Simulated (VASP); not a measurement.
# KBr in VASP: notebook, part 2 of 2

VASP 6.6.1.

### Step 5. Single point, HSE06

This run uses another cell than the first one, of 36.01 Å³/atom.

The input, POSCAR:

```
KBr
1.0
    0.0000000000      3.3022478147      3.3022478147
    3.3022478147      0.0000000000      3.3022478147
    3.3022478147      3.3022478147      0.0000000000
K Br
1 1
Direct
    0.0000000000      0.0000000000      0.0000000000
    0.5000000000      0.5000000000      0.5000000000
```

The input, INCAR.step1:

```
SYSTEM = KBr
PREC = Accurate
ENCUT = 520
EDIFF = 1E-5
ISMEAR = 0
SIGMA = 0.01
LREAL = .False.
LASPH = .True.
NELM = 80
ALGO = Normal
ISIF = 2
LWAVE = .True.
LCHARG = .False.
NBANDS = 15
GGA = PE
```

The input, INCAR.step2:

```
SYSTEM = KBr
PREC = Accurate
ENCUT = 520
EDIFF = 1E-6
ISMEAR = 0
SIGMA = 0.01
LREAL = .False.
LASPH = .True.
NELM = 80
ALGO = Normal
ISIF = 2
LWAVE = .False.
LCHARG = .False.
GGA = PE
LHFCALC = .True.
HFSCREEN = 0.2079
PRECFOCK = Normal
NBANDS = 15
ISTART = 1
```

The input, KPOINTS:

```
regular mesh
0
Gamma
  4 4 4
  0 0 0
```

Potentials or basis: VASP PAW PBE potentials, release 64 (K_sv, Br).

Launch:

```sh
$ cat potpaw_PBE.64/K_sv/POTCAR potpaw_PBE.64/Br/POTCAR > POTCAR
$ cp INCAR.step1 INCAR
$ mpirun -np 1 vasp_std > vasp.out
$ cp INCAR.step2 INCAR
$ mpirun -np 1 vasp_std > vasp.out
```

OUTCAR:

```text
SYSTEM = KBr
   PREC = Accurate
   ENCUT = 520
   EDIFF = 1E-6
   ISMEAR = 0
   LREAL = .False.
   LASPH = .True.
   NELM = 80
   ISIF = 2
   GGA = PE
   LHFCALC = .True.
   HFSCREEN = 0.2079
   PRECFOCK = Normal
   ISTART = 1

 ion  position               nearest neighbor table
   1  0.000  0.000  0.000-   2 3.30   2 3.30   2 3.30   2 3.30   2 3.30   2 3.30
   2  0.500  0.500  0.500-   1 3.30   1 3.30   1 3.30   1 3.30   1 3.30   1 3.30

  LATTYP: Found a face centered cubic cell.
 ALAT       =     6.6044956294

  Lattice vectors:

 A1 = (   0.0000000000,   3.3022478147,   3.3022478147)
 A2 = (   3.3022478147,   0.0000000000,   3.3022478147)
 A3 = (   3.3022478147,   3.3022478147,   0.0000000000)

Analysis of symmetry for initial positions (statically):
=====================================================================
 Subroutine PRICEL returns:
 Original cell was already a primitive cell.

 Routine SETGRP: Setting up the symmetry group for a
 face centered cubic supercell.

 Subroutine GETGRP returns: Found 48 space group operations
 (whereof 48 operations were pure point group operations)
[... 169 lines left out ...]
      5     -14.7154      2.00000
      6      -2.6208      2.00000
      7      -2.6208      2.00000
      8      -2.6208      2.00000
      9       2.9724      0.00000
     10       6.3467      0.00000
     11       6.3467      0.00000
     12       6.3467      0.00000
     13       7.2967      0.00000
     14       7.2967      0.00000
[... 113 lines left out ...]
      2     -15.9254      2.00000
      3     -14.7797      2.00000
      4     -14.7797      2.00000
      5     -14.6161      2.00000
      6      -3.2417      2.00000
      7      -3.2417      2.00000
      8      -3.1779      2.00000
      9       6.0292      0.00000
     10       6.0292      0.00000
     11       6.9689      0.00000
     12       7.8896      0.00000
     13       9.5415      0.00000
     14       9.9570      0.00000
     15      10.1666      0.00000

------------------------ aborting loop because EDIFF is reached ----------------------------------------

  FORCE on cell =-STRESS in cart. coord.  units (eV):
  Direction    XX          YY          ZZ          XY          YZ          ZX
  --------------------------------------------------------------------------------------
  -------------------------------------------------------------------------------------
  Total        0.2026009      0.2026009      0.2026009     -0.0000000      0.0000000      0.0000000
  in kB        4.5070560      4.5070560      4.5070560     -0.0000000      0.0000000      0.0000000
  external PRESSURE =       4.5070560 kB  Pullay stress =       0.0000000 kB

 VOLUME and BASIS-vectors are now :
 -----------------------------------------------------------------------------
  energy-cutoff  :      520.00
  volume of cell :       72.02
      direct lattice vectors                 reciprocal lattice vectors
     0.000000000  3.302247815  3.302247815    -0.151412016  0.151412016  0.151412016
     3.302247815  0.000000000  3.302247815     0.151412016 -0.151412016  0.151412016
     3.302247815  3.302247815  0.000000000     0.151412016  0.151412016 -0.151412016

 POSITION                                       TOTAL-FORCE (eV/Angst)
 -----------------------------------------------------------------------------------
      0.00000      0.00000      0.00000        -0.000000     -0.000000     -0.000000
      3.30225      3.30225      3.30225         0.000000      0.000000      0.000000
 -----------------------------------------------------------------------------------
    total drift:                               -0.000000     -0.000000     -0.000000

  FREE ENERGIE OF THE ION-ELECTRON SYSTEM (eV)
  ---------------------------------------------------
  free  energy   TOTEN  =        -7.1694755025 eV

  energy  without entropy=       -7.1694755025  energy(sigma->0) =       -7.16947550
```

OSZICAR.step1:

```text
N       E                     dE             d eps       ncg     rms          rms(c)
DAV:   1     0.106485669724E+03    0.10649E+03   -0.69313E+03   240   0.945E+02
DAV:   2     0.110116503466E+01   -0.10538E+03   -0.97177E+02   317   0.238E+02
DAV:   3    -0.605573619770E+01   -0.71569E+01   -0.71098E+01   318   0.541E+01
DAV:   4    -0.638598514187E+01   -0.33025E+00   -0.33012E+00   382   0.974E+00
DAV:   5    -0.638868414541E+01   -0.26990E-02   -0.26990E-02   311   0.101E+00    0.310E+00
DAV:   6    -0.621651973965E+01    0.17216E+00   -0.21966E-01   289   0.224E+00    0.226E+00
DAV:   7    -0.620530874936E+01    0.11211E-01   -0.10699E-01   324   0.175E+00    0.103E+00
DAV:   8    -0.621429359202E+01   -0.89848E-02   -0.11485E-02   263   0.791E-01    0.120E-01
DAV:   9    -0.621503322148E+01   -0.73963E-03   -0.73708E-04   303   0.163E-01    0.762E-02
DAV:  10    -0.621533889437E+01   -0.30567E-03   -0.31277E-04   247   0.101E-01    0.125E-02
DAV:  11    -0.621535506907E+01   -0.16175E-04   -0.26487E-05   297   0.285E-02    0.573E-03
DAV:  12    -0.621535673010E+01   -0.16610E-05   -0.40844E-06   183   0.132E-02
   1 F= -.62153567E+01 E0= -.62153567E+01  d E =-.110627E-16
```

It took 12 min on 1 thread of Intel Xeon 8259CL, shared host; peak memory 0.32 GiB.

Results:

```yaml
Free_energy: -7.1695 eV
Pressure: 0.5 GPa
Band_gap_on_the_k_mesh: 5.59 eV
```

Caveat: the PAW data sets were made with another functional, which shifts forces and pressure a little.

### Step 6. Single point, HSE06 (epitaxial xy strain -2.5%)

The input, POSCAR:

```
KBr
1.0
    0.0000000000      3.2196916193      3.3244293903
    3.2196916193      0.0000000000      3.3244293903
    3.2196916193      3.2196916193      0.0000000000
K Br
1 1
Direct
    0.0000000000      0.0000000000      0.0000000000
    0.5000000000      0.5000000000      0.5000000000
```

The input, INCAR.step1:

```
SYSTEM = KBr
ALGO = Normal ; EDIFF = 1E-5
ENCUT = 520 ; GGA = PE
ISIF = 2 ; ISMEAR = 0
LASPH = .TRUE. ; LCHARG = .FALSE.
LREAL = .FALSE. ; LWAVE = .TRUE.
NBANDS = 15 ; NELM = 80
PREC = Accurate ; SIGMA = 0.01
```

The input, INCAR.step2:

```
SYSTEM = KBr
ALGO = Normal ; EDIFF = 1E-6
ENCUT = 520 ; GGA = PE
HFSCREEN = 0.2079 ; ISIF = 2
ISMEAR = 0 ; ISTART = 1
LASPH = .TRUE. ; LCHARG = .FALSE.
LHFCALC = .TRUE. ; LREAL = .FALSE.
LWAVE = .FALSE. ; NBANDS = 15
NELM = 80 ; PREC = Accurate
PRECFOCK = Normal ; SIGMA = 0.01
```

The input, KPOINTS:

```
k-points
0
G
  4 4 4
  0 0 0
```

Potentials or basis: VASP PAW PBE potentials, release 64 (K_sv, Br).

Launch:

```sh
$ cat potpaw_PBE.64/K_sv/POTCAR potpaw_PBE.64/Br/POTCAR > POTCAR
$ cp INCAR.step1 INCAR
$ mpirun -np 1 vasp_std > vasp.out
$ cp INCAR.step2 INCAR
$ mpirun -np 1 vasp_std > vasp.out
```

Run time: 23 min. Hardware: 1 thread of Intel Xeon 8259CL, shared host; peak memory 0.32 GiB.

Results (log left out):

```
Free energy            : -7.1472 eV
Pressure               : 1.3 GPa
Band gap on the k mesh : 5.71 eV
```

Stress tensor (GPa, compression positive):
```
1.72 0.00 0.00
0.00 1.72 0.00
0.00 0.00 0.49
```

Levels at points of the mesh, in eV from the valence-band top:
| k point | band 6 | band 7 | band 8 | band 9 | band 10 | band 11 |
| --- | --- | --- | --- | --- | --- | --- |
| (0.00, 0.00, 0.00) | -0.02 | 0.00 | 0.00 | 5.71 | 8.84 | 9.05 |
| (0.50, 0.00, 0.00) | -1.33 | -0.39 | -0.39 | 7.84 | 9.76 | 11.39 |
| (0.50, 0.50, 0.00) | -0.95 | -0.30 | -0.30 | 7.05 | 8.64 | 10.91 |
| (0.50, 0.00, 0.50) | -0.91 | -0.36 | -0.34 | 7.00 | 8.66 | 11.08 |

Caveat: the cell differs from its parent crystal (epitaxial xy strain -2.5%); the PAW data sets were made with another functional, which shifts forces and pressure a little.

### Step 7. The runs side by side

| level | cell | k mesh | smearing | grid for exact exchange (PRECFOCK) | share of exact exchange | screening parameter | gap on the mesh (eV) | pressure (GPa) |
| --- | --- | --- | --- | --- | --- | --- | --- | --- |
| PBE | a = 4.683 Å, angles 59.5°, 2 atoms | 6 × 6 × 6 | fermi-dirac 0.02 eV | - | - | - | 4.43 | 0.8 |
| r2SCAN | a = 4.628, b = 4.628, c = 4.553 Å, angles 60.5, 60.5, 58.9°, 2 atoms | 6 × 6 × 6 | gaussian 0.01 eV | - | - | - | 5.19 | 0.9 |
| r2SCAN | a = 4.683 Å, angles 59.5°, 2 atoms | 6 × 6 × 6 | gaussian 0.01 eV | - | - | - | 5.07 | 0.1 |
| HSE06 | a = 4.670 Å, angles 60.0°, 2 atoms | 4 × 4 × 4 | gaussian 0.01 eV | Normal | 0.25 | 0.2079 1/Å | 5.59 | 0.5 |
| HSE06 | a = 4.628, b = 4.628, c = 4.553 Å, angles 60.5, 60.5, 58.9°, 2 atoms | 4 × 4 × 4 | gaussian 0.01 eV | Normal | 0.25 | 0.2079 1/Å | 5.71 | 1.3 |

Alike in all rows: task single point; potentials or basis VASP PAW PBE potentials, release 64 (K_sv, Br); no spin polarisation; cutoff (eV) 520.

Caveats: the PAW data sets were made with another functional, which shifts forces and pressure a little (at least some runs).

Absolute energies hang on the potentials; compare differences alone.
